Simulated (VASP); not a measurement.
# Se (R-3m) in VASP: single point with PBE

Aim: the single point of Se with PBE.

Everything below comes from runs of VASP 6.6.1. Logs are shortened: lines on timing, memory, paths and dates and some standing lists are left out, and cuts for length are marked.

### Step 1. The cell of the first run

Symmetry: R-3m, No. 166, trigonal system. Conventional cell: a = 5.754 Å, b = 5.754 Å, c = 15.601 Å, α = 90.00°, β = 90.00°, γ = 120.00°. Within 3.2 Å of Se (site symmetry m) lie 4 Se at 2.39 to 2.42 Å. Se (site symmetry -3m) has 6 Se at 2.42 Å within 3.2 Å.

### Step 2. Single point, PBE

INCAR

```
SYSTEM = Se
ALGO     = Normal         ! electronic algorithm
EDIFF    = 1E-6           ! SCF threshold, eV
ENCUT    = 520            ! plane-wave cutoff, eV
GGA      = PE             ! functional
ISIF     = 2              ! what is computed and relaxed
ISMEAR   = 0              ! smearing method
LASPH    = .True.         ! aspherical terms in the spheres
LCHARG   = .False.        ! write CHGCAR
LREAL    = .False.        ! projectors in reciprocal space
LWAVE    = .False.        ! write WAVECAR
NBANDS   = 30             ! bands
NELM     = 80             ! most SCF steps
PREC     = Accurate       ! precision mode
SIGMA    = 0.1            ! smearing width, eV
```

KPOINTS

```
k-points
0
Gamma
  6 6 6
  0 0 0
```

POSCAR

```
Se
1.0
    2.8770463100      1.6610634600      5.2003920500
   -2.8770463100      1.6610634600      5.2003920500
    0.0000000000     -3.3221269200      5.2003920500
Se
7
Direct
    0.9825447100      0.3971602500      0.3971602500
    0.3971602500      0.9825447100      0.3971602500
    0.3971602500      0.3971602500      0.9825447100
    0.0174552900      0.6028397500      0.6028397500
    0.6028397500      0.0174552900      0.6028397500
    0.6028397500      0.6028397500      0.0174552900
    0.5000000000      0.5000000000      0.5000000000
```

Potentials or basis: VASP PAW PBE potentials, release 64 (Se).

On the command line:

```
> cat potpaw_PBE.64/Se/POTCAR > POTCAR
> mpirun -np 1 vasp_std > vasp.out
```

OUTCAR:

```text
SYSTEM = Se
   EDIFF = 1E-6
   ENCUT = 520
   GGA = PE
   ISIF = 2
   ISMEAR = 0
   LASPH = .True.
   LREAL = .False.
   NELM = 80
   PREC = Accurate

 ion  position               nearest neighbor table
   1  0.983  0.397  0.397-   3 2.39   2 2.39   4 2.39   7 2.42
   2  0.397  0.983  0.397-   3 2.39   1 2.39   5 2.39   7 2.42
   3  0.397  0.397  0.983-   1 2.39   2 2.39   6 2.39   7 2.42
   4  0.017  0.603  0.603-   6 2.39   5 2.39   1 2.39   7 2.42
   5  0.603  0.017  0.603-   6 2.39   4 2.39   2 2.39   7 2.42
   6  0.603  0.603  0.017-   4 2.39   5 2.39   3 2.39   7 2.42
   7  0.500  0.500  0.500-   3 2.42   6 2.42   1 2.42   4 2.42   5 2.42   2 2.42

  LATTYP: Found a trigonal (rhomboedric) cell.
 ALAT       =     6.1709484491
 COS(alpha) =     0.5652697476

  Lattice vectors:

 A1 = (   2.8770463100,   1.6610634600,   5.2003920500)
 A2 = (  -2.8770463100,   1.6610634600,   5.2003920500)
 A3 = (   0.0000000000,  -3.3221269200,   5.2003920500)

Analysis of symmetry for initial positions (statically):
=====================================================================
 Subroutine PRICEL returns:
 Original cell was already a primitive cell.

 Routine SETGRP: Setting up the symmetry group for a
 trigonal (rhombohedral) supercell.

 Subroutine GETGRP returns: Found 12 space group operations
 (whereof 12 operations were pure point group operations)
 out of a pool of 12 trial point group operations.

The static configuration has the point symmetry D_3d.

Analysis of symmetry for dynamics (positions and initial velocities):
=====================================================================
 Subroutine PRICEL returns:
 Original cell was already a primitive cell.

 Routine SETGRP: Setting up the symmetry group for a
 trigonal (rhombohedral) supercell.

 Subroutine GETGRP returns: Found 12 space group operations
 (whereof 12 operations were pure point group operations)
 out of a pool of 12 trial point group operations.

The dynamic configuration has the point symmetry D_3d.

 Subroutine INISYM returns: Found 12 space group operations
 (whereof 12 operations are pure point group operations),
 and found     1 'primitive' translations

----------------------------------------------------------------------------------------

                                     Primitive cell

  volume of cell :     149.1147

  direct lattice vectors                    reciprocal lattice vectors
     2.877046310  1.661063460  5.200392050     0.173789347  0.100337326  0.064097732
    -2.877046310  1.661063460  5.200392050    -0.173789347  0.100337326  0.064097732
     0.000000000 -3.322126920  5.200392050     0.000000000 -0.200674653  0.064097732

  length of vectors
     6.170948449  6.170948449  6.170948448     0.210662848  0.210662848  0.210662848

  position of ions in fractional coordinates (direct lattice)
     0.982544710  0.397160250  0.397160250
     0.397160250  0.982544710  0.397160250
     0.397160250  0.397160250  0.982544710
     0.017455290  0.602839750  0.602839750
     0.602839750  0.017455290  0.602839750
     0.602839750  0.602839750  0.017455290
     0.500000000  0.500000000  0.500000000

  ion indices of the primitive-cell ions
   primitive index   ion index
                 1           1
                 2           2
                 3           3
                 4           4
                 5           5
                 6           6
                 7           7

----------------------------------------------------------------------------------------

 KPOINTS: k-points

Automatic generation of k-mesh.
 Grid dimensions read from file:
 generate k-points for:    6    6    6

 Generating k-lattice:

  Cartesian coordinates                     Fractional coordinates (reciprocal lattice)
     0.028964891  0.016722888  0.010682955     0.166666667 -0.000000000 -0.000000000
    -0.028964891  0.016722888  0.010682955    -0.000000000  0.166666667 -0.000000000
     0.000000000 -0.033445775  0.010682955    -0.000000000 -0.000000000  0.166666667

  Length of vectors
     0.035110475  0.035110475  0.035110475

  Shift w.r.t. Gamma in fractional coordinates (k-lattice)
     0.000000000  0.000000000  0.000000000

 Subroutine IBZKPT returns following result:
 ===========================================

 Found     32 irreducible k-points:

 Following reciprocal coordinates:
            Coordinates               Weight
  0.000000  0.000000  0.000000      1.000000
  0.166667  0.000000 -0.000000      6.000000
  0.333333  0.000000  0.000000      6.000000
  0.500000 -0.000000  0.000000      3.000000
  0.166667  0.166667 -0.000000      6.000000
  0.333333  0.166667  0.000000     12.000000
[... 16 lines left out ...]
  0.500000  0.500000  0.166667      6.000000
 -0.333333  0.500000  0.166667     12.000000
 [... further k-points ...]
   k-points           NKPTS =     32   k-points in BZ     NKDIM =     32   number of bands    NBANDS=     30
   number of dos      NEDOS =    301   number of ions     NIONS =      7
   total plane-waves  NPLWV = 110592
   dimension x,y,z NGX =    48 NGY =   48 NGZ =   48
   dimension x,y,z NGXF=    96 NGYF=   96 NGZF=   96
   ions per type =               7
   NGX,Y,Z   is equivalent  to a cutoff of  12.93, 12.93, 12.93 a.u.
   NGXF,Y,Z  is equivalent  to a cutoff of  25.86, 25.86, 25.86 a.u.
 SYSTEM =  Se
   PREC   = accura    normal or accurate (medium, high low for compatibility)
   ISTART =      0    job   : 0-new  1-cont  2-samecut
   ICHARG =      2    charge: 1-file 2-atom 10-const
   ISPIN  =      1    spin polarized calculation?
   LNONCOLLINEAR =      F non collinear calculations
   LSORBIT =      F    spin-orbit coupling
   LASPH  =      T    aspherical Exc in radial PAW
   ENCUT  =  520.0 eV  38.22 Ry    6.18 a.u.  11.47 11.47 11.47*2*pi/ulx,y,z
   NELM   =     80;   NELMIN=  2; NELMDL= -5     # of ELM steps
   EDIFF  = 0.1E-05   stopping-criterion for ELM
   LREAL  =      F    real-space projection
   EDIFFG = 0.1E-04   stopping-criterion for IOM
   NSW    =      0    number of steps for IOM
   IBRION =     -1    ionic relax: 0-MD 1-quasi-New 2-CG
   NFREE  =      0    steps in history (QN), initial steepest desc. (CG)
   ISIF   =      2    stress and relaxation
   ISYM   =      2    0-nonsym 1-usesym 2-fastsym
   POTIM  = 0.5000    time-step for ionic-motion
   TEBEG  =    0.0;   TEEND  =   0.0 temperature during run
   PSTRESS=    0.0 pullay stress
   NELECT =      42.0000    total number of electrons
   NUPDOWN=      -1.0000    fix difference up-down
   EMIN   =  10.00;   EMAX   =-10.00  energy-range for DOS
   EFERMI =   0.00;   METHOD = LEGACY
   ISMEAR =     0;   SIGMA  =   0.10  broadening in eV -4-tet -1-fermi 0-gaus
   EFERMI_NEDOS =   21; number of points for ismear=-14 and -15
   IALGO  =     38    algorithm
   IMIX   =      4    mixing-type and parameters
     AMIX     =   0.40;   BMIX     =  1.00
     AMIX_MAG =   1.60;   BMIX_MAG =  1.00
  volume/ion in A,a.u.               =      21.30       143.75
  Fermi-wavevector in a.u.,A,eV,Ry     =   1.073127  2.027916 15.668491  1.151602
  Thomas-Fermi vector in A             =   2.208917
   LORBIT       =      0    0 simple, 1 ext, 2 COOP (PROOUT), +10 PAW based schemes
   GGA     = PE    functional components
   LHFCALC =     F    Hartree Fock is set to
   AEXX    =    0.0000 exact exchange contribution
   IVDW    =     0    specifies the selected vdW correction
   LEPSILON=     F    determine dielectric tensor
   LRPA    =     F    only Hartree local field effects (RPA)
 non-spin polarized calculation
 Gauss-broadening in eV      SIGMA  =   0.10
  energy-cutoff  :      520.00
  volume of cell :      149.11
 maximum number of plane-waves:      4045
 NGX is ok and might be reduce to    48
   NGX = 23   NGY = 23   NGZ = 23

 number of electron      42.0000000 magnetization

 Free energy of the ion-electron system (eV)
  ---------------------------------------------------
  ext. energy  EPLUGINS =         0.00000000
  ---------------------------------------------------
  free energy    TOTEN  =       -15.22230204 eV

  energy without entropy =      -15.20477004  energy(sigma->0) =      -15.21353604

 E-fermi :   5.8888     XC(G=0):  -9.7458

 val. band max:        5.8792046745   @ k =  -0.1667   0.1667   0.1667
 cond. band min:       5.8905371680   @ k =  -0.3333   0.5000   0.1667
 fundamental gap:      0.0113324935
 Fermi energy:         5.8888358563

 k-point     1 :       0.0000    0.0000    0.0000
  band No.  band energies     occupation
      1     -13.1580      2.00000
      2     -10.3943      2.00000
      3      -9.1608      2.00000
      4      -8.6428      2.00000
      5      -8.6428      2.00000
      6      -6.8215      2.00000
[... 22 lines left out ...]
     29       9.7337      0.00000
     30      11.0357      0.00000

 k-point     2 :       0.1667    0.0000   -0.0000
  band No.  band energies     occupation
      1     -13.0303      2.00000
      2     -10.5630      2.00000
      3      -9.5461      2.00000
      4      -8.6467      2.00000
      5      -8.5952      2.00000
      6      -6.8756      2.00000
[... 22 lines left out ...]
     29       9.5569      0.00000
     30      10.9962      0.00000

 k-point     3 :       0.3333    0.0000    0.0000
  band No.  band energies     occupation
      1     -12.6798      2.00000
      2     -10.9994      2.00000
      3     -10.1718      2.00000
      4      -8.6532      2.00000
      5      -8.4044      2.00000
      6      -6.9812      2.00000
[... 22 lines left out ...]
     29      10.8998      0.00000
     30      11.1835      0.00000

 k-point     4 :       0.5000   -0.0000    0.0000
  band No.  band energies     occupation
      1     -12.3738      2.00000
      2     -11.3910      2.00000
      3     -10.3744      2.00000
      4      -8.6558      2.00000
      5      -8.3285      2.00000
      6      -7.0327      2.00000
[... 616 lines left out ...]
     29      11.3154      0.00000
     30      11.5691      0.00000

 k-point    23 :       0.5000    0.5000    0.1667
  band No.  band energies     occupation
      1     -12.1496      2.00000
      2     -11.4429      2.00000
      3     -10.8639      2.00000
      4      -9.0503      2.00000
      5      -7.4692      2.00000
      6      -6.6060      2.00000
[... 22 lines left out ...]
     29      10.7492      0.00000
     30      10.8037      0.00000

 k-point    24 :      -0.3333    0.5000    0.1667
  band No.  band energies     occupation
      1     -11.8394      2.00000
      2     -11.4794      2.00000
      3     -11.2422      2.00000
      4      -9.0216      2.00000
      5      -7.6878      2.00000
      6      -6.2705      2.00000
[... 22 lines left out ...]
     29      11.0329      0.00000
     30      11.5535      0.00000

 [... further k-points ...]
[... 5 lines left out ...]
  --------------------------------------------------------------------------------------
  -------------------------------------------------------------------------------------
  Total       34.0375095     34.0375094     32.3798712      0.0000000     -0.0000000      0.0000000
  in kB      365.7193544    365.7193537    347.9086970      0.0000000     -0.0000000      0.0000000
  external PRESSURE =     359.7824684 kB  Pullay stress =       0.0000000 kB

 VOLUME and BASIS-vectors are now :
 -----------------------------------------------------------------------------
  energy-cutoff  :      520.00
  volume of cell :      149.11
      direct lattice vectors                 reciprocal lattice vectors
     2.877046310  1.661063460  5.200392050     0.173789347  0.100337326  0.064097732
    -2.877046310  1.661063460  5.200392050    -0.173789347  0.100337326  0.064097732
     0.000000000 -3.322126920  5.200392050     0.000000000 -0.200674653  0.064097732

 POSITION                                       TOTAL-FORCE (eV/Angst)
 -----------------------------------------------------------------------------------
      1.68418      0.97236      9.24040        -1.798409     -1.038312     -1.223237
     -1.68418      0.97236      9.24040         1.798409     -1.038312     -1.223237
      0.00000     -1.94472      9.24040         0.000000      2.076624     -1.223237
     -1.68418     -0.97236      6.36078         1.798409      1.038312      1.223237
      1.68418     -0.97236      6.36078        -1.798409      1.038312      1.223237
      0.00000      1.94472      6.36078         0.000000     -2.076624      1.223237
      0.00000      0.00000      7.80059         0.000000      0.000000      0.000000
 -----------------------------------------------------------------------------------
    total drift:                                0.000000      0.000000      0.000000

  FREE ENERGIE OF THE ION-ELECTRON SYSTEM (eV)
  ---------------------------------------------------
  free  energy   TOTEN  =       -15.2223020373 eV

  energy  without entropy=      -15.2047700409  energy(sigma->0) =      -15.21353604
```

Wall time 3.3 min (1 thread of Intel Xeon Platinum 8488C (Sapphire Rapids), shared host); peak memory 0.36 GiB.

Results:

| Property | Result |
| --- | --- |
| Free energy | -15.2223 eV |
| Pressure | 36.0 GPa |
| Largest force | 2.410 eV/Å |
| Band gap on the k mesh | zero (band 21 reaches 6.37 eV, above the bottom of band 22 at 5.42 eV) |

Forces in eV/Å, atoms in the order of the input:
```
Se  -1.798 -1.038 -1.223
Se   1.798 -1.038 -1.223
Se   0.000  2.077 -1.223
Se   1.798  1.038  1.223
Se  -1.798  1.038  1.223
Se   0.000 -2.077  1.223
Se   0.000  0.000  0.000
```

Stress tensor (GPa, compression positive):
```
36.57  0.00  0.00
 0.00 36.57  0.00
 0.00  0.00 34.79
```

Levels at points of the mesh, in eV from the Fermi level:
```
           k point  band 17  band 18  band 19  band 20  band 21  band 22  band 23  band 24  band 25  band 26
(0.00, 0.00, 0.00)    -2.11    -2.11    -1.51    -0.02     0.38     1.43     1.43     2.53     2.53     2.55
(0.50, 0.00, 0.00)    -3.27    -2.74    -1.05    -0.56    -0.10    -0.08     0.23     1.07     1.59     2.64
(0.50, 0.50, 0.00)    -2.53    -1.84    -1.58    -1.24     0.05     0.13     0.81     1.01     1.44     2.52
(0.50, 0.50, 0.50)    -2.66     0.05     0.05     0.39     0.49     0.83     0.83     1.65     1.83     1.83
```

Caveat: forces of over 1 eV/Å act on the atoms, so gaps and moduli don't describe the material at rest.
